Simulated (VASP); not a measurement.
Write the native input for VASP 6.6.1 that does the following.

```yaml
Task: relaxation of cell and atoms
Functional: PBE
Potentials_or_basis: VASP PAW PBE potentials, release 64 (Hf_pv, Si, W_sv)
Cutoff: 500 eV
k_mesh: 5 × 5 × 3
Occupations: gaussian, width 0.2 eV
Spin: no spin polarisation
Dipole_correction: no
Further_INCAR_settings: ALGO = Normal; EDIFF = 1e-07; IBRION = 2; EDIFFG = -0.08; NSW = 36; ISIF = 3
```

The structure of HfSi3W lies in POSCAR:

```
HfSi3W
1.0
    4.2116219200      0.0000000000      0.0000000000
   -2.1058109600      3.6473715800      0.0000000000
    0.0000000000      0.0000000000      6.6459535100
Hf Si W
1 3 1
Direct
    0.3333333300      0.6666666700      0.7796450300
    0.0000000000      0.0000000000      0.0044930000
    0.3333333300      0.6666666700      0.3649359900
    0.6666666700      0.3333333300      0.6258559800
    0.6666666700      0.3333333300      0.2250700000
```

The cell was generated, and may not be a known phase.

The input as run:

INCAR

```
SYSTEM = HfSi3W
  PREC = Accurate
  ENCUT = 500
  EDIFF = 1E-7
  ISMEAR = 0
  SIGMA = 0.2
  LREAL = .False.
  LASPH = .True.
  NELM = 120
  ALGO = Normal
  ISIF = 3
  LWAVE = .False.
  LCHARG = .False.
  GGA = PE
  IBRION = 2
  NSW = 36
  EDIFFG = -0.08
  GGA_COMPAT = .False.
  NELMIN = 4
```

KPOINTS

```
Automatic mesh
0
Gamma
  5 5 3
  0 0 0
```

Potentials or basis: VASP PAW PBE potentials, release 64 (Hf_pv, Si, W_sv).

The run is started by

```console
$ cat potpaw_PBE.64/Hf_pv/POTCAR potpaw_PBE.64/Si/POTCAR potpaw_PBE.64/W_sv/POTCAR > POTCAR
$ mpirun -np 1 vasp_std > vasp.out
```

It gave:

- Relaxed volume: 17.04 Å³/atom
- Relaxed cell: a = 3.756 Å, b = 3.756 Å, c = 6.971 Å, α = 90.00°, β = 90.00°, γ = 120.00°
- Space group after relaxing (to 0.1 Å): P3m1 (No. 156)
- Energy gained by relaxing: 545.9 meV/atom
- Ionic steps: 15
- Pressure after relaxing: 0.0 GPa
- Largest force after relaxing: 0.037 eV/Å
- Band gap on the k mesh: zero (filled and empty bands touch)

Caveat: the volume moved by over 15 % at a fixed basis, so the end points are rough; spin-orbit coupling is left out, which moves the levels of the heavy elements; the relaxation stopped at a loose force limit of 0.08 eV/Å, so its end isn't a converged minimum.

Run time: 9.6 min on 1 thread of Intel Xeon 8259CL (shared host), peak memory 0.24 GiB.
